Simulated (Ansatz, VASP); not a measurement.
Given: the input of a run of Ansatz 0.2.0 on AlHg.

File input.yaml:

```yaml
crystal:
  lattice:
    - [0.0, 3.06853, 3.06853]
    - [3.06853, 0.0, 3.06853]
    - [3.06853, 3.06853, 0.0]
  atoms:
    - { symbol: Al, position: [0.0, 0.0, 0.0] }
    - { symbol: Hg, position: [0.75, 0.75, 0.75] }
hamiltonian:
  xc: pbe
  pseudopotentials: { kind: paw }
kpoints:
  mp_grid: { grid: [8, 8, 8] }
scf:
  occupations: { method: fermi_dirac, width: 0.05 }
output:
  forces: true
  stress: true
  eigenvalues: true
relax:
  f_tol: 0.01
  max_steps: 40
  cell: { stress_tol: 0.05 }
```

Potentials or basis: Ansatz PAW.

The run is started by

```console
$ ansatz run input.yaml --threads 2 --pin off --max-ram 5632MiB --backend cpu --events-out ev --progress --plain --runs-dir out
```

Task: Set up the same calculation for VASP 6.6.1. Potentials there: VASP PAW PBE potentials, release 64 (Al, Hg).

Result: As run (the cutoff follows the program's own potentials):

INCAR

```
SYSTEM = AlHg
PREC = Accurate
ENCUT = 600
EDIFF = 1E-6
ISMEAR = -1
SIGMA = 0.05
LREAL = .FALSE.
LASPH = .TRUE.
NELM = 100
ALGO = Fast
ISIF = 3
LWAVE = .FALSE.
LCHARG = .FALSE.
GGA = PE
IBRION = 2
NSW = 60
EDIFFG = -0.005
```

KPOINTS

```
Automatic mesh
0
G
  8 8 8
  0 0 0
```

File POSCAR:

```
AlHg
1.0
    0.0000000000      3.0685300000      3.0685300000
    3.0685300000      0.0000000000      3.0685300000
    3.0685300000      3.0685300000      0.0000000000
Al Hg
1 1
Direct
    0.0000000000      0.0000000000      0.0000000000
    0.7500000000      0.7500000000      0.7500000000
```

Potentials or basis: VASP PAW PBE potentials, release 64 (Al, Hg).

Run with:

```console
$ cat potpaw_PBE.64/Al/POTCAR potpaw_PBE.64/Hg/POTCAR > POTCAR
$ mpirun -np 1 vasp_std > vasp.out
```

Both were run:

|  | VASP | Ansatz | Ansatz less VASP |
| --- | --- | --- | --- |
| gap on the k mesh at the Fermi level, each at its own relaxed structure (eV) | none | none | - |
| relaxed volume (Å³/atom) | 28.96 | 28.89 | -0.069 |
| relaxed cell length with the largest relative difference (Å) | 4.343 | 4.340 | -0.0035 |

A gap of «none» marks a metal or a gap that the smearing closes. VASP's potentials hold 15 valence electrons a cell and Ansatz's 23, so a difference there can come from the potentials and not from the codes.

Neither program's run includes spin-orbit coupling. Noted on Ansatz's run: the plane-wave basis is chosen anew once the cell has moved, so the energies of steps on either side of that aren't comparable.
